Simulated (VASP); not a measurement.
Write the native input for VASP 6.6.1 that does the following.

```
Task                   : relaxation of cell and atoms
Functional             : PBEsol
Dispersion             : D4
Potentials or basis    : VASP PAW PBE potentials, release 64 (Ag)
Cutoff                 : 600 eV
k mesh                 : 11 × 11 × 3
Occupations            : fermi-dirac, width 0.05 eV
Spin                   : no spin polarisation
Dipole correction      : no
Further INCAR settings : ALGO = Normal; EDIFF = 1e-07; IBRION = 2; EDIFFG = -0.01; NSW = 60; ISIF = 3
```

The structure of Ag lies in POSCAR:

```
Ag
1.0
    2.8862000000      0.0000000000      0.0000000000
   -1.4431000000      2.4995225204      0.0000000000
    0.0000000000      0.0000000000     10.0000000000
Ag
4
Direct
    0.0000000000      0.0000000000      0.5000000000
    0.0000000000      0.0000000000      0.0000000000
    0.6666666667      0.3333333333      0.7500000000
    0.3333333333      0.6666666667      0.2500000000
```

This isn't the form of Ag at room conditions, which is fcc.

One way to write it, as run:

INCAR

```
SYSTEM = Ag
PREC = Accurate
ENCUT = 600
EDIFF = 1E-7
ISMEAR = -1
SIGMA = 0.05
LREAL = .False.
LASPH = .True.
NELM = 60
ALGO = Normal
ISIF = 3
LWAVE = .False.
LCHARG = .False.
GGA = PS
IVDW = 13
IBRION = 2
NSW = 60
EDIFFG = -0.01
```

KPOINTS

```
regular mesh
0
Gamma
  11 11 3
  0 0 0
```

Potentials or basis: VASP PAW PBE potentials, release 64 (Ag).

Command:

```console
$ cat potpaw_PBE.64/Ag/POTCAR > POTCAR
$ mpirun -np 1 vasp_std > vasp.out
```

Results of the run:

```yaml
Relaxed_volume: 16.22 Å³/atom
Relaxed_cell: a = 2.828 Å, b = 2.828 Å, c = 9.364 Å, α = 90.00°, β = 90.00°, γ = 120.00°
Space_group_after_relaxing_to_0.1_Å: P6_3/mmc (No. 194)
Energy_gained_by_relaxing: 69.9 meV/atom
Ionic_steps: 8
Pressure_after_relaxing: 0.0 GPa
Band_gap_on_the_k_mesh: zero (bands 22 and 23 overlap by 5.91 eV)
Dispersion_energy_per_atom: -0.347 eV
```

Caveat: the PAW data sets were made with another functional, which shifts forces and pressure a little.

Run time: 5.7 min on 1 thread of Intel(R) Xeon(R) Platinum 8488C (Sapphire Rapids) (shared host), peak memory 0.24 GiB.
